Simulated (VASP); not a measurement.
# Pt (Im-3m) in VASP: a series of runs

Runs on Pt. Level: PBEsol. Tasks: single point, relaxation of cell and atoms.

Everything below comes from runs of VASP 6.6.1. Logs are shortened: lines on timing, memory, paths and dates and some standing lists are left out, and cuts for length are marked.

## 1. The cell of the first run

It takes space group Im-3m (No. 229, cubic). Conventional cell: a = 3.122 Å, b = 3.122 Å, c = 3.122 Å, α = 90.00°, β = 90.00°, γ = 90.00°. Within 3.6 Å of Pt (site symmetry m-3m) lie 14 Pt at 2.70 to 3.12 Å.

## 2. Single point, PBEsol

The input, INCAR:

```
PREC = Accurate ; ENCUT = 520
EDIFF = 1E-6 ; ISMEAR = 0
SIGMA = 0.1 ; LREAL = F
LASPH = T ; NELM = 100
ALGO = Normal ; ISIF = 2
LWAVE = F ; LCHARG = T
GGA = PS ; LELF = T
LVHAR = T ; NBANDS = 11
```

The input, KPOINTS:

```
Automatic mesh
0
Gamma
  24 24 24
```

The input, POSCAR:

```
Pt
1.0
   -1.5607888984      1.5607888984      1.5607888984
    1.5607888984     -1.5607888984      1.5607888984
    1.5607888984      1.5607888984     -1.5607888984
Pt
1
Direct
    0.0000000000      0.0000000000      0.0000000000
```

Potentials or basis: VASP PAW PBE potentials, release 64 (Pt).

Run with:

```
$ cat potpaw_PBE.64/Pt/POTCAR > POTCAR
$ mpirun -np 1 vasp_std > vasp.out
```

OUTCAR:

```text
PREC = Accurate
   ENCUT = 520
   EDIFF = 1E-6
   ISMEAR = 0
   LREAL = F
   LASPH = T
   NELM = 100
   ISIF = 2
   GGA = PS

 ion  position               nearest neighbor table
   1  0.000  0.000  0.000-

  LATTYP: Found a body centered cubic cell.
 ALAT       =     3.1215777968

  Lattice vectors:

 A1 = (  -1.5607888984,   1.5607888984,   1.5607888984)
 A2 = (   1.5607888984,  -1.5607888984,   1.5607888984)
 A3 = (   1.5607888984,   1.5607888984,  -1.5607888984)

Analysis of symmetry for initial positions (statically):
=====================================================================
 Subroutine PRICEL returns:
 Original cell was already a primitive cell.

 Routine SETGRP: Setting up the symmetry group for a
 body centered cubic supercell.

 Subroutine GETGRP returns: Found 48 space group operations
 (whereof 48 operations were pure point group operations)
 out of a pool of 48 trial point group operations.

The static configuration has the point symmetry O_h .

Analysis of symmetry for dynamics (positions and initial velocities):
=====================================================================
 Subroutine PRICEL returns:
 Original cell was already a primitive cell.

 Routine SETGRP: Setting up the symmetry group for a
 body centered cubic supercell.

 Subroutine GETGRP returns: Found 48 space group operations
 (whereof 48 operations were pure point group operations)
 out of a pool of 48 trial point group operations.

The dynamic configuration has the point symmetry O_h .

 Subroutine INISYM returns: Found 48 space group operations
 (whereof 48 operations are pure point group operations),
 and found     1 'primitive' translations

----------------------------------------------------------------------------------------

                                     Primitive cell

  volume of cell :      15.2087

  direct lattice vectors                    reciprocal lattice vectors
    -1.560788898  1.560788898  1.560788898     0.000000000  0.320350818  0.320350818
     1.560788898 -1.560788898  1.560788898     0.320350818  0.000000000  0.320350818
     1.560788898  1.560788898 -1.560788898     0.320350818  0.320350818  0.000000000

  length of vectors
     2.703365672  2.703365672  2.703365672     0.453044471  0.453044471  0.453044471

  position of ions in fractional coordinates (direct lattice)
     0.000000000  0.000000000  0.000000000

  ion indices of the primitive-cell ions
   primitive index   ion index
                 1           1
[... 73 lines left out ...]
   LREAL  =      F    real-space projection
   EDIFFG = 0.1E-04   stopping-criterion for IOM
   NSW    =      0    number of steps for IOM
   IBRION =     -1    ionic relax: 0-MD 1-quasi-New 2-CG
   NFREE  =      0    steps in history (QN), initial steepest desc. (CG)
   ISIF   =      2    stress and relaxation
   ISYM   =      2    0-nonsym 1-usesym 2-fastsym
   POTIM  = 0.5000    time-step for ionic-motion
   TEBEG  =    0.0;   TEEND  =   0.0 temperature during run
   PSTRESS=    0.0 pullay stress
   NELECT =      10.0000    total number of electrons
   NUPDOWN=      -1.0000    fix difference up-down
   EMIN   =  10.00;   EMAX   =-10.00  energy-range for DOS
   EFERMI =   0.00;   METHOD = LEGACY
   ISMEAR =     0;   SIGMA  =   0.10  broadening in eV -4-tet -1-fermi 0-gaus
   EFERMI_NEDOS =   21; number of points for ismear=-14 and -15
   IALGO  =     38    algorithm
   IMIX   =      4    mixing-type and parameters
     AMIX     =   0.40;   BMIX     =  1.00
     AMIX_MAG =   1.60;   BMIX_MAG =  1.00
  volume/ion in A,a.u.               =      15.21       102.63
  Fermi-wavevector in a.u.,A,eV,Ry     =   1.423565  2.690148 27.572718  2.026538
  Thomas-Fermi vector in A             =   2.544149
   LORBIT       =      0    0 simple, 1 ext, 2 COOP (PROOUT), +10 PAW based schemes
   GGA     = PS    functional components
   LHFCALC =     F    Hartree Fock is set to
   AEXX    =    0.0000 exact exchange contribution
   IVDW    =     0    specifies the selected vdW correction
   LEPSILON=     F    determine dielectric tensor
   LRPA    =     F    only Hartree local field effects (RPA)
 non-spin polarized calculation
 Gauss-broadening in eV      SIGMA  =   0.10
  energy-cutoff  :      520.00
  volume of cell :       15.21
 maximum number of plane-waves:       421
   NGX =  9   NGY =  9   NGZ =  9

 number of electron      10.0000000 magnetization

 number of electron       9.9999997 magnetization

 Free energy of the ion-electron system (eV)
  ---------------------------------------------------
  ext. energy  EPLUGINS =         0.00000000
  ---------------------------------------------------
  free energy    TOTEN  =        -6.85160352 eV

  energy without entropy =       -6.84577607  energy(sigma->0) =       -6.84868980

 E-fermi :  10.7250     XC(G=0): -13.5712

 val. band max:       10.7195371640   @ k =  -0.4167  -0.4167   0.1250
 cond. band min:      10.7303817374   @ k =  -0.3333   0.3750   0.0417
 fundamental gap:      0.0108445735
 Fermi energy:        10.7250427290

 k-point     1 :       0.0000    0.0000    0.0000
  band No.  band energies     occupation
      1       0.7459      2.00000
      2       7.0125      2.00000
      3       7.0125      2.00000
      4       7.0125      2.00000
      5       9.6708      2.00000
      6       9.6708      2.00000
      7      27.7827      0.00000
      8      27.7827      0.00000
      9      27.7827      0.00000
     10      38.2753      0.00000
     11      38.2753      0.00000
[... 309 lines left out ...]
 k-point    24 :       0.4583    0.0417    0.0000
  band No.  band energies     occupation
      1       3.7943      2.00000
      2       5.5153      2.00000
      3       9.4489      2.00000
      4       9.7816      2.00000
      5      10.6703      1.56123
      6      12.1439      0.00000
      7      17.3987      0.00000
      8      24.0100      0.00000
      9      26.7215      0.00000
     10      34.9244      0.00000
     11      36.1123      0.00000

 [... further k-points ...]
[... 5 lines left out ...]
  --------------------------------------------------------------------------------------
  -------------------------------------------------------------------------------------
  Total       -0.0390959     -0.0390959     -0.0390959      0.0000000      0.0000000      0.0000000
  in kB       -4.1185950     -4.1185950     -4.1185950      0.0000000      0.0000000      0.0000000
  external PRESSURE =      -4.1185950 kB  Pullay stress =       0.0000000 kB

 VOLUME and BASIS-vectors are now :
 -----------------------------------------------------------------------------
  energy-cutoff  :      520.00
  volume of cell :       15.21
      direct lattice vectors                 reciprocal lattice vectors
    -1.560788898  1.560788898  1.560788898     0.000000000  0.320350818  0.320350818
     1.560788898 -1.560788898  1.560788898     0.320350818  0.000000000  0.320350818
     1.560788898  1.560788898 -1.560788898     0.320350818  0.320350818  0.000000000

 POSITION                                       TOTAL-FORCE (eV/Angst)
 -----------------------------------------------------------------------------------
      0.00000      0.00000      0.00000        -0.000000      0.000000     -0.000000
 -----------------------------------------------------------------------------------
    total drift:                                0.000000     -0.000000      0.000000

  FREE ENERGIE OF THE ION-ELECTRON SYSTEM (eV)
  ---------------------------------------------------
  free  energy   TOTEN  =        -6.8516035212 eV

  energy  without entropy=       -6.8457760719  energy(sigma->0) =       -6.84868980
```

OSZICAR:

```text
N       E                     dE             d eps       ncg     rms          rms(c)
DAV:   1     0.391337924262E+02    0.39134E+02   -0.53851E+03  9302   0.847E+02
DAV:   2    -0.665793020263E+01   -0.45792E+02   -0.43736E+02 10321   0.176E+02
DAV:   3    -0.728040433582E+01   -0.62247E+00   -0.62010E+00 10616   0.195E+01
DAV:   4    -0.728277343009E+01   -0.23691E-02   -0.23689E-02 10539   0.141E+00
DAV:   5    -0.728279170421E+01   -0.18274E-04   -0.18276E-04 10724   0.115E-01    0.126E+01
DAV:   6    -0.689785641914E+01    0.38494E+00   -0.86874E-01  9692   0.729E+00    0.645E+00
DAV:   7    -0.685565311533E+01    0.42203E-01   -0.14509E-01 10469   0.290E+00    0.246E+00
DAV:   8    -0.685186062760E+01    0.37925E-02   -0.58120E-03  9839   0.700E-01    0.616E-01
DAV:   9    -0.685159940190E+01    0.26123E-03   -0.18183E-04 10388   0.125E-01    0.212E-02
DAV:  10    -0.685160337492E+01   -0.39730E-05   -0.25501E-06 10622   0.115E-02    0.419E-03
DAV:  11    -0.685160352122E+01   -0.14630E-06   -0.37064E-08  5977   0.179E-03
   1 F= -.68516035E+01 E0= -.68486898E+01  d E =-.582745E-02
```

Wall time 43 s (1 thread of Intel Xeon Platinum 8259CL at 2.50GHz (Skylake/Cascade Lake), shared host); peak memory 0.18 GiB.

What came out:

| Item | Value |
| --- | --- |
| Free energy | -6.8516 eV |
| Pressure | -0.4 GPa |
| Band gap on the k mesh | zero (band 5 reaches 11.81 eV, above the bottom of band 6 at 9.50 eV) |

Caveat: the PAW data sets were made with another functional, which shifts forces and pressure a little; spin-orbit coupling is left out, which moves the levels of the heavy elements.

## 3. Relaxation of cell and atoms, PBEsol

This run uses another cell than the first one, of 15.29 Å³/atom, 1.005 times its volume.

The input, INCAR:

```
SYSTEM = Pt
PREC = Accurate
ENCUT = 600
EDIFF = 1E-7
ISMEAR = 0
SIGMA = 0.1
LREAL = .False.
LASPH = .True.
NELM = 80
ALGO = Normal
ISIF = 3
LWAVE = .False.
LCHARG = .False.
GGA = PS
IBRION = 2
NSW = 100
EDIFFG = -0.01
```

The input, KPOINTS:

```
Automatic mesh
0
Gamma
  24 24 24
  0 0 0
```

The input, POSCAR:

```
Pt
1.0
   -1.5634788825      1.5634788825      1.5634788825
    1.5634788825     -1.5634788825      1.5634788825
    1.5634788825      1.5634788825     -1.5634788825
Pt
1
Direct
    0.0000000000      0.0000000000      0.0000000000
```

Potentials or basis: VASP PAW PBE potentials, release 64 (Pt).

Run with:

```
$ cat potpaw_PBE.64/Pt/POTCAR > POTCAR
$ mpirun -np 1 vasp_std > vasp.out
```

OUTCAR:

```text
SYSTEM = Pt
   PREC = Accurate
   ENCUT = 600
   EDIFF = 1E-7
   ISMEAR = 0
   LREAL = .False.
   LASPH = .True.
   NELM = 80
   ISIF = 3
   GGA = PS
   IBRION = 2
   NSW = 100
   EDIFFG = -0.01

 ion  position               nearest neighbor table
   1  0.000  0.000  0.000-

  LATTYP: Found a body centered cubic cell.
 ALAT       =     3.1269577650

  Lattice vectors:

 A1 = (  -1.5634788825,   1.5634788825,   1.5634788825)
 A2 = (   1.5634788825,  -1.5634788825,   1.5634788825)
 A3 = (   1.5634788825,   1.5634788825,  -1.5634788825)

Analysis of symmetry for initial positions (statically):
=====================================================================
 Subroutine PRICEL returns:
[... 255 lines left out ...]
 fundamental gap:      0.0107577647
 Fermi energy:        10.7454297901

 k-point     1 :       0.0000    0.0000    0.0000
  band No.  band energies     occupation
      1       0.7546      2.00000
      2       7.0264      2.00000
      3       7.0264      2.00000
      4       7.0264      2.00000
      5       9.6892      2.00000
      6       9.6892      2.00000
      7      27.8025      0.00000
      8      27.8025      0.00000
      9      27.8025      0.00000
[... 265 lines left out ...]
 k-point    24 :       0.4583    0.0417    0.0000
  band No.  band energies     occupation
      1       3.8037      2.00000
      2       5.5265      2.00000
      3       9.4671      2.00000
      4       9.7999      2.00000
      5      10.6889      1.57585
      6      12.1662      0.00000
      7      17.4290      0.00000
      8      24.0306      0.00000
      9      26.7520      0.00000

 [... further k-points ...]

------------------------ aborting loop because EDIFF is reached ----------------------------------------

  FORCE on cell =-STRESS in cart. coord.  units (eV):
  Direction    XX          YY          ZZ          XY          YZ          ZX
  --------------------------------------------------------------------------------------
  -------------------------------------------------------------------------------------
  Total       -0.0003821     -0.0003821     -0.0003821     -0.0000000      0.0000000      0.0000000
  in kB       -0.0402946     -0.0402946     -0.0402946     -0.0000000      0.0000000      0.0000000
  external PRESSURE =      -0.0402946 kB  Pullay stress =       0.0000000 kB
[... 16 lines left out ...]
  FREE ENERGIE OF THE ION-ELECTRON SYSTEM (eV)
  ---------------------------------------------------
  free  energy   TOTEN  =        -6.8516401957 eV

  energy  without entropy=       -6.8458248338  energy(sigma->0) =       -6.84873251

 reached required accuracy - stopping structural energy minimisation
```

CONTCAR:

```text
Pt
   1.00000000000000
    -1.5602148628324171    1.5602148628324171    1.5602148628324171
     1.5602148628324171   -1.5602148628324171    1.5602148628324171
     1.5602148628324171    1.5602148628324171   -1.5602148628324171
  Pt
     1
Direct
     0.0000000000000000    0.0000000000000000    0.0000000000000000

  0.00000000E+00  0.00000000E+00  0.00000000E+00
```

Run time: 87 s. Hardware: 1 thread of Intel Xeon Platinum 8259CL at 2.50GHz (Skylake/Cascade Lake), shared host; peak memory 0.21 GiB.

What came out:

```
Free energy                            : -6.8516 eV
Relaxed volume                         : 15.19 Å³/atom
Relaxed cell                           : a = 2.702 Å, b = 2.702 Å, c = 2.702 Å, α = 109.47°, β = 109.47°, γ = 109.47°
Space group after relaxing (to 0.05 Å) : Im-3m (No. 229)
Energy gained by relaxing              : 0.5 meV/atom
Ionic steps                            : 3
Pressure after relaxing                : 0.0 GPa
Band gap on the k mesh                 : zero (band 5 reaches 11.83 eV, above the bottom of band 6 at 9.52 eV)
```

Step by step:
| step | energy change (eV) | largest force (eV/Å) | pressure (GPa) | volume (Å³) |
| --- | --- | --- | --- | --- |
| 1 | 0.0000 | 0.0000 | -1.72 | 15.29 |
| 2 | 0.0036 | 0.0000 | 5.12 | 14.93 |
| 3 | -0.0005 | 0.0000 | 0.00 | 15.19 |

Final structure:
```cif
data_structure
_symmetry_space_group_name_H-M 'P 1'
_symmetry_Int_Tables_number 1
_cell_length_a 2.7024
_cell_length_b 2.7024
_cell_length_c 2.7024
_cell_angle_alpha 109.471
_cell_angle_beta 109.471
_cell_angle_gamma 109.471
_cell_volume 15.19
loop_
_atom_site_label
_atom_site_type_symbol
_atom_site_fract_x
_atom_site_fract_y
_atom_site_fract_z
_atom_site_occupancy
Pt1 Pt 0.00000 0.00000 0.00000 1
```

Caveat: the PAW data sets were made with another functional, which shifts forces and pressure a little; spin-orbit coupling is left out, which moves the levels of the heavy elements.
